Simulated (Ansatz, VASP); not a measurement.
## One calculation of CdS, two programs

```
Cd S
1.0
     0.00000    2.69925    2.69925
     2.69925    0.00000    2.69925
     2.69925    2.69925    0.00000
Cd S
1 1
Cartesian
  0.0000 0.0000 0.0000
  2.6993 2.6993 2.6993
```

Alike in both runs: functional PBEsol; k mesh 6 × 6 × 6; occupations fermi-dirac, width 0.01 eV; no spin polarisation.

Ansatz relaxed the structure, and its values are those at the end. VASP's run is a single point on that final structure, the one shown.

|  | VASP | Ansatz |
| --- | --- | --- |
| version | VASP 6.6.1 | Ansatz 0.2.0 |
| potentials or method | VASP PAW PBE potentials, release 64 (Cd, S) | plane waves, PAW |
| plane-wave cutoff (eV) | 520 | 420 |
| valence electrons in the cell | 18 | 26 |

```tsv
	VASP	Ansatz	Ansatz less VASP
pressure (GPa)	0.5	0.0	-0.56
```

VASP's potentials were made for PBE, not for PBEsol. VASP's potentials hold 18 valence electrons a cell and Ansatz's 26, so a difference there can come from the potentials and not from the codes. Ansatz's warnings: stress scf threshold loose.
